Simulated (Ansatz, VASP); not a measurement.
**Two plane-wave programs on TiC**

File INCAR:

```
  ALGO = Normal
  EDIFF = 1E-6
  ENCUT = 600
  GGA = PE
  GGA_COMPAT = False
  ISIF = 2
  ISMEAR = -1
  LASPH = True
  LCHARG = False
  LREAL = False
  LWAVE = False
  NBANDS = 15
  NELM = 120
  PREC = Accurate
  SIGMA = 0.15
```

The input KPOINTS:

```
k-points
0
Gamma
  3 3 3
```

POSCAR

```
TiC
1.0
    0.0000000000      2.1593000000      2.1593000000
    2.1593000000      0.0000000000      2.1593000000
    2.1593000000      2.1593000000      0.0000000000
Ti C
1 1
Direct
    0.0000000000      0.0000000000      0.0000000000
    0.5000000000      0.5000000000      0.5000000000
```

Input for Ansatz:

```yaml
crystal:
  lattice:
    - [0.0, 2.1593, 2.1593]
    - [2.1593, 0.0, 2.1593]
    - [2.1593, 2.1593, 0.0]
  atoms:
    - { symbol: Ti, position: [0.0, 0.0, 0.0] }
    - { symbol: C, position: [0.5, 0.5, 0.5] }
basis:
  ecutwfc: 550.0
kpoints:
  mp_grid:
    grid: [3, 3, 3]
hamiltonian:
  xc: pbe
  pseudopotentials:
    kind: paw
scf:
  occupations:
    method: fermi_dirac
    width: 0.15
output:
  stress: true
```

Alike in both runs: task single point; functional PBE; k mesh 3 × 3 × 3; occupations fermi-dirac, width 0.15 eV; no spin polarisation.

|  | VASP | Ansatz |
| --- | --- | --- |
| version | VASP 6.6.1 | Ansatz 0.2.0 |
| potentials or method | VASP PAW PBE potentials, release 64 (Ti_sv, C), cutoff 600 eV | plane waves, PAW |
| valence electrons in the cell | 16 | 16 |

|  | VASP | Ansatz | Ansatz less VASP |
| --- | --- | --- | --- |
| pressure (GPa) | 3.5 | 3.6 | +0.06 |

The k mesh is coarse, so the values compare programs but aren't converged.
